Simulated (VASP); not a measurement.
# CdF2 (I4/mmm) in VASP: notebook

CdF2 is run at these levels: r2SCAN; tasks: single point.

Everything below comes from runs of VASP 6.6.1. Logs are shortened: lines on timing, memory, paths and dates and some standing lists are left out, and cuts for length are marked.

**1. The cell of the first run**

The structure is tetragonal, space group I4/mmm (No. 139). The conventional cell has a = 3.696 Å, b = 3.696 Å, c = 5.307 Å, α = 90.00°, β = 90.00°, γ = 90.00°. Within 3.0 Å of Cd (site symmetry 4/mmm) lie 8 F at 2.27 Å. Within 3.0 Å of F (site symmetry -4m2) lie 4 Cd at 2.27 Å and 6 F at 2.61 to 2.65 Å.

**2. Single point, r2SCAN (strain -0.030 along x and y, -0.015 along z)**

The input, POSCAR:

```
CdF2
1.0
    0.0000000000      2.6131800000      2.6535900000
    2.6131800000      0.0000000000      2.6535900000
    2.6131800000      2.6131800000      0.0000000000
Cd F
1 2
Direct
    0.0000000000      0.0000000000      0.0000000000
    0.2500000000      0.2500000000      0.2500000000
    0.7500000000      0.7500000000      0.7500000000
```

The input, INCAR.step1:

```
SYSTEM = CdF2
PREC = Accurate
ENCUT = 520
ISMEAR = 0
SIGMA = 0.05
LREAL = .FALSE.
LASPH = .TRUE.
NELM = 60
NBANDS = 20
GGA = PE
ALGO = Normal
EDIFF = 1E-4
LWAVE = .TRUE.
LCHARG = .FALSE.
```

The input, INCAR.step2:

```
SYSTEM = CdF2
PREC = Accurate
ENCUT = 520
EDIFF = 1E-7
ISMEAR = 0
SIGMA = 0.05
LREAL = .FALSE.
LASPH = .TRUE.
NELM = 60
ALGO = Normal
ISIF = 2
LWAVE = .FALSE.
LCHARG = .FALSE.
METAGGA = R2SCAN
LMIXTAU = .TRUE.
NBANDS = 20
ISTART = 1
```

The input, KPOINTS:

```
Automatic mesh
0
G
  8 8 8
  0 0 0
```

Potentials or basis: VASP PAW PBE potentials, release 64 (Cd, F).

Run with:

```
> cat potpaw_PBE.64/Cd/POTCAR potpaw_PBE.64/F/POTCAR > POTCAR
> cp INCAR.step1 INCAR
> mpirun -np 1 vasp_std > vasp.out
> cp INCAR.step2 INCAR
> mpirun -np 1 vasp_std > vasp.out
```

OUTCAR:

```text
SYSTEM = CdF2
   PREC = Accurate
   ENCUT = 520
   EDIFF = 1E-7
   ISMEAR = 0
   LREAL = .FALSE.
   LASPH = .TRUE.
   NELM = 60
   ISIF = 2
   METAGGA = R2SCAN
   ISTART = 1

 ion  position               nearest neighbor table
   1  0.000  0.000  0.000-   3 2.27   2 2.27   3 2.27   2 2.27   3 2.27   3 2.27   2 2.27   2 2.27

   2  0.250  0.250  0.250-   1 2.27   1 2.27   1 2.27   1 2.27
   3  0.750  0.750  0.750-   1 2.27   1 2.27   1 2.27   1 2.27

  LATTYP: Found a body centered tetragonal cell.
 ALAT       =     3.6955945969
 C/A-ratio  =     1.4360828443

  Lattice vectors:

 A1 = (  -2.6131800000,   0.0000000000,   2.6535900000)
 A2 = (   2.6131800000,   0.0000000000,   2.6535900000)
 A3 = (   0.0000000000,   2.6131800000,  -2.6535900000)

Analysis of symmetry for initial positions (statically):
=====================================================================
 Subroutine PRICEL returns:
 Original cell was already a primitive cell.

 Routine SETGRP: Setting up the symmetry group for a
 body centered tetragonal supercell.

 Subroutine GETGRP returns: Found 16 space group operations
 (whereof 16 operations were pure point group operations)
 out of a pool of 16 trial point group operations.

The static configuration has the point symmetry D_4h.

Analysis of symmetry for dynamics (positions and initial velocities):
=====================================================================
 Subroutine PRICEL returns:
 Original cell was already a primitive cell.

 Routine SETGRP: Setting up the symmetry group for a
 body centered tetragonal supercell.

 Subroutine GETGRP returns: Found 16 space group operations
 (whereof 16 operations were pure point group operations)
 out of a pool of 16 trial point group operations.

The dynamic configuration has the point symmetry D_4h.

 Subroutine INISYM returns: Found 16 space group operations
 (whereof 16 operations are pure point group operations),
 and found     1 'primitive' translations

----------------------------------------------------------------------------------------

                                     Primitive cell

  volume of cell :      36.2412

  direct lattice vectors                    reciprocal lattice vectors
     0.000000000  2.613180000  2.653590000    -0.191337757  0.191337757  0.188423984
     2.613180000  0.000000000  2.653590000     0.191337757 -0.191337757  0.188423984
     2.613180000  2.613180000  0.000000000     0.191337757  0.191337757 -0.188423984

  length of vectors
     3.724278400  3.724278400  3.695594597     0.329733032  0.329733032  0.329733032

  position of ions in fractional coordinates (direct lattice)
     0.000000000  0.000000000  0.000000000
     0.250000000  0.250000000  0.250000000
     0.750000000  0.750000000  0.750000000

  ion indices of the primitive-cell ions
   primitive index   ion index
                 1           1
                 2           2
                 3           3

----------------------------------------------------------------------------------------

 KPOINTS: Automatic mesh

Automatic generation of k-mesh.
 Grid dimensions read from file:
 generate k-points for:    8    8    8

 Generating k-lattice:

  Cartesian coordinates                     Fractional coordinates (reciprocal lattice)
    -0.023917220  0.023917220  0.023552998     0.125000000  0.000000000  0.000000000
     0.023917220 -0.023917220  0.023552998     0.000000000  0.125000000  0.000000000
     0.023917220  0.023917220 -0.023552998     0.000000000  0.000000000  0.125000000

  Length of vectors
     0.041216629  0.041216629  0.041216629

  Shift w.r.t. Gamma in fractional coordinates (k-lattice)
     0.000000000  0.000000000  0.000000000

 Subroutine IBZKPT returns following result:
 ===========================================

 Found     59 irreducible k-points:

 Following reciprocal coordinates:
            Coordinates               Weight
  0.000000  0.000000  0.000000      1.000000
  0.125000 -0.000000  0.000000      8.000000
  0.250000 -0.000000  0.000000      8.000000
  0.375000 -0.000000  0.000000      8.000000
  0.500000 -0.000000  0.000000      4.000000
  0.125000  0.125000  0.000000      2.000000
[... 16 lines left out ...]
  0.250000 -0.000000  0.125000     16.000000
  0.375000 -0.000000  0.125000     16.000000
 [... further k-points ...]
   k-points           NKPTS =     59   k-points in BZ     NKDIM =     59   number of bands    NBANDS=     20
   number of dos      NEDOS =    301   number of ions     NIONS =      3
   total plane-waves  NPLWV =  21952
   dimension x,y,z NGX =    28 NGY =   28 NGZ =   28
   dimension x,y,z NGXF=    56 NGYF=   56 NGZF=   56
   ions per type =               1   2
   NGX,Y,Z   is equivalent  to a cutoff of  12.50, 12.50, 12.60 a.u.
   NGXF,Y,Z  is equivalent  to a cutoff of  25.00, 25.00, 25.19 a.u.
 SYSTEM =  CdF2
   PREC   = accura    normal or accurate (medium, high low for compatibility)
   ISTART =      1    job   : 0-new  1-cont  2-samecut
   ICHARG =      0    charge: 1-file 2-atom 10-const
   ISPIN  =      1    spin polarized calculation?
   LNONCOLLINEAR =      F non collinear calculations
   LSORBIT =      F    spin-orbit coupling
   LASPH  =      T    aspherical Exc in radial PAW
   ENCUT  =  520.0 eV  38.22 Ry    6.18 a.u.   6.92  6.92  6.87*2*pi/ulx,y,z
   NELM   =     60;   NELMIN=  2; NELMDL=  0     # of ELM steps
   EDIFF  = 0.1E-06   stopping-criterion for ELM
   LREAL  =      F    real-space projection
   EDIFFG = 0.1E-05   stopping-criterion for IOM
   NSW    =      0    number of steps for IOM
   IBRION =     -1    ionic relax: 0-MD 1-quasi-New 2-CG
   NFREE  =      0    steps in history (QN), initial steepest desc. (CG)
   ISIF   =      2    stress and relaxation
   ISYM   =      2    0-nonsym 1-usesym 2-fastsym
   POTIM  = 0.5000    time-step for ionic-motion
   TEBEG  =    0.0;   TEEND  =   0.0 temperature during run
   PSTRESS=    0.0 pullay stress
   NELECT =      26.0000    total number of electrons
   NUPDOWN=      -1.0000    fix difference up-down
   EMIN   =  10.00;   EMAX   =-10.00  energy-range for DOS
   EFERMI =   0.00;   METHOD = LEGACY
   ISMEAR =     0;   SIGMA  =   0.05  broadening in eV -4-tet -1-fermi 0-gaus
   EFERMI_NEDOS =   21; number of points for ismear=-14 and -15
   IALGO  =     38    algorithm
   IMIX   =      4    mixing-type and parameters
     AMIX     =   0.40;   BMIX     =  1.00
     AMIX_MAG =   1.60;   BMIX_MAG =  1.00
  volume/ion in A,a.u.               =      12.08        81.52
  Fermi-wavevector in a.u.,A,eV,Ry     =   1.465543  2.769474 29.222800  2.147815
  Thomas-Fermi vector in A             =   2.581387
   LORBIT       =      0    0 simple, 1 ext, 2 COOP (PROOUT), +10 PAW based schemes
   METAGGA = R2SCAN    functional components
   LHFCALC =     F    Hartree Fock is set to
   AEXX    =    0.0000 exact exchange contribution
   IVDW    =     0    specifies the selected vdW correction
   LEPSILON=     F    determine dielectric tensor
   LRPA    =     F    only Hartree local field effects (RPA)
 non-spin polarized calculation
 Gauss-broadening in eV      SIGMA  =   0.05
  energy-cutoff  :      520.00
  volume of cell :       36.24
 maximum number of plane-waves:       989
   NGX = 13   NGY = 13   NGZ = 13

 number of electron      26.0000020 magnetization

 Free energy of the ion-electron system (eV)
  ---------------------------------------------------
  ext. energy  EPLUGINS =         0.00000000
  ---------------------------------------------------
  free energy    TOTEN  =       -33.60236619 eV

  energy without entropy =      -33.60236619  energy(sigma->0) =      -33.60236619

 E-fermi :  -0.9055     XC(G=0): -11.4992

 val. band max:       -1.2477321185   @ k =  -0.2500   0.2500   0.5000
 cond. band min:       2.7666361821   @ k =   0.0000   0.0000   0.0000
 fundamental gap:      4.0143683006
 Fermi energy:        -0.9054666362

 k-point     1 :       0.0000    0.0000    0.0000
  band No.  band energies     occupation
      1     -23.6624      2.00000
      2     -22.3704      2.00000
      3      -7.1868      2.00000
      4      -7.1810      2.00000
      5      -7.1810      2.00000
      6      -5.5697      2.00000
[... 12 lines left out ...]
     19      19.9989      0.00000
     20      20.3800      0.00000

 k-point     2 :       0.1250   -0.0000    0.0000
  band No.  band energies     occupation
      1     -23.6049      2.00000
      2     -22.4240      2.00000
      3      -7.1138      2.00000
      4      -7.1077      2.00000
      5      -6.9812      2.00000
      6      -5.5978      2.00000
[... 12 lines left out ...]
     19      19.6161      0.00000
     20      19.9752      0.00000

 k-point     3 :       0.2500   -0.0000    0.0000
  band No.  band energies     occupation
      1     -23.4488      2.00000
      2     -22.5669      2.00000
      3      -6.9477      2.00000
      4      -6.9340      2.00000
      5      -6.4315      2.00000
      6      -5.6244      2.00000
[... 12 lines left out ...]
     19      19.2459      0.00000
     20      19.8722      0.00000

 k-point     4 :       0.3750   -0.0000    0.0000
  band No.  band energies     occupation
      1     -23.2347      2.00000
      2     -22.7643      2.00000
      3      -6.8071      2.00000
      4      -6.7827      2.00000
      5      -5.7044      2.00000
      6      -5.5605      2.00000
[... 429 lines left out ...]
 k-point    23 :       0.2500   -0.0000    0.1250
  band No.  band energies     occupation
      1     -23.4645      2.00000
      2     -22.5502      2.00000
      3      -6.9345      2.00000
      4      -6.9257      2.00000
      5      -6.4934      2.00000
      6      -5.8171      2.00000
[... 12 lines left out ...]
     19      20.0270      0.00000
     20      21.1719      0.00000

 k-point    24 :       0.3750   -0.0000    0.1250
  band No.  band energies     occupation
      1     -23.2767      2.00000
      2     -22.7191      2.00000
      3      -6.7665      2.00000
      4      -6.7543      2.00000
      5      -5.8735      2.00000
      6      -5.8186      2.00000
[... 12 lines left out ...]
     19      19.4524      0.00000
     20      21.3227      0.00000

 [... further k-points ...]

------------------------ aborting loop because EDIFF is reached ----------------------------------------

  FORCE on cell =-STRESS in cart. coord.  units (eV):
  Direction    XX          YY          ZZ          XY          YZ          ZX
  --------------------------------------------------------------------------------------
  -------------------------------------------------------------------------------------
  Total        2.8276748      2.8276748      2.4150739      0.0000000      0.0000000     -0.0000000
  in kB      125.0079339    125.0079339    106.7673699      0.0000000      0.0000000     -0.0000000
  external PRESSURE =     118.9277459 kB  Pullay stress =       0.0000000 kB

 VOLUME and BASIS-vectors are now :
 -----------------------------------------------------------------------------
  energy-cutoff  :      520.00
  volume of cell :       36.24
      direct lattice vectors                 reciprocal lattice vectors
     0.000000000  2.613180000  2.653590000    -0.191337757  0.191337757  0.188423984
     2.613180000  0.000000000  2.653590000     0.191337757 -0.191337757  0.188423984
     2.613180000  2.613180000  0.000000000     0.191337757  0.191337757 -0.188423984

 POSITION                                       TOTAL-FORCE (eV/Angst)
 -----------------------------------------------------------------------------------
      0.00000      0.00000      0.00000        -0.000000      0.000000      0.000000
      1.30659      1.30659      1.32679        -0.000000     -0.000000      0.000000
      3.91977      3.91977      3.98039         0.000000     -0.000000     -0.000000
 -----------------------------------------------------------------------------------
    total drift:                                0.000000      0.000000      0.000000

  FREE ENERGIE OF THE ION-ELECTRON SYSTEM (eV)
  ---------------------------------------------------
  free  energy   TOTEN  =       -33.6023661939 eV

  energy  without entropy=      -33.6023661939  energy(sigma->0) =      -33.60236619
```

It took 79 s on 1 thread of Intel Xeon 6975P-C (Granite Rapids), shared host; peak memory 0.19 GiB.

What came out:

* Free energy: -33.6024 eV
* Pressure: 11.9 GPa
* Band gap on the k mesh: 4.01 eV (least direct gap 4.38 eV)

Caveat: the cell differs from its parent crystal (strain -0.030 along x and y, -0.015 along z); the cell stands under pressure; the PAW data sets were made with another functional, which shifts forces and pressure a little.

[end of part 1 of 2]
